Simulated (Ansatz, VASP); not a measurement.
# WS2 in VASP and in Ansatz

The input INCAR:

```
PREC = Accurate
ENCUT = 520
EDIFF = 1E-7
ISMEAR = 0
SIGMA = 0.05
LREAL = F
LASPH = T
NELM = 100
ALGO = Normal
ISIF = 2
LWAVE = F
LCHARG = T
GGA = PS
LELF = T
LVHAR = T
NBANDS = 20
```

The input KPOINTS:

```
Automatic mesh
0
Gamma
  12 12 12
```

File POSCAR:

```
WS2
1.0
    1.6210175043      0.9358948925      6.3704647422
   -1.6210175043      0.9358948925      6.3704647422
    0.0000000000     -1.8717897850      6.3704647422
W S
1 2
Direct
    0.9993284863      0.9993284863      0.9993284863
    0.7479630314      0.7479630314      0.7479630314
    0.5840084823      0.5840084823      0.5840084823
```

Input for Ansatz:

```yaml
crystal:
  lattice:
    - [1.6210175043, 0.9358948925, 6.3704647422]
    - [-1.6210175043, 0.9358948925, 6.3704647422]
    - [0.0, -1.871789785, 6.3704647422]
  atoms:
    - { symbol: W, position: [0.9993284863, 0.9993284863, 0.9993284863] }
    - { symbol: S, position: [0.7479630314, 0.7479630314, 0.7479630314] }
    - { symbol: S, position: [0.5840084823, 0.5840084823, 0.5840084823] }
basis:
  ecutwfc: 420
kpoints:
  mp_grid: { grid: [12, 12, 12] }
hamiltonian:
  xc: pbesol
scf:
  occupations: { method: gaussian, width: 0.05 }
output:
  forces: true
  stress: true
  eigenvalues: true
```

Change from the starting cell: strain +0.030 along x and y, +0.000 along z, atoms carried along.

Alike in both runs: task single point; functional PBEsol; k mesh 12 × 12 × 12; occupations gaussian, width 0.05 eV; no spin polarisation.

|  | VASP | Ansatz |
| --- | --- | --- |
| version | VASP 6.6.1 | Ansatz 0.2.0 |
| potentials or method | VASP PAW PBE potentials, release 64 (W_sv, S), cutoff 520 eV | scalar-relativistic, plane waves, PAW |
| valence electrons in the cell | 26 | 26 |

|  | VASP | Ansatz | Ansatz less VASP |
| --- | --- | --- | --- |
| gap on the k mesh at the Fermi level (eV) | 0.97 | 0.96 | -0.017 |
| least direct gap on the mesh (eV) | 1.62 | 1.61 | -0.004 |
| pressure (GPa) | -8.2 | -8.3 | -0.08 |
| traceless stress, the component that is largest in VASP (GPa) | 2.75 | 2.73 | -0.023 |
| rms of the force components (eV/Å) | 0.285 | 0.294 | +0.0086 |

VASP's potentials were made for PBE, not for PBEsol. Atom by atom the forces differ by 0.009 eV/Å (rms over components). The functional is the same, so the differences come from potentials, cutoffs and numerics.

Neither program's run includes spin-orbit coupling.
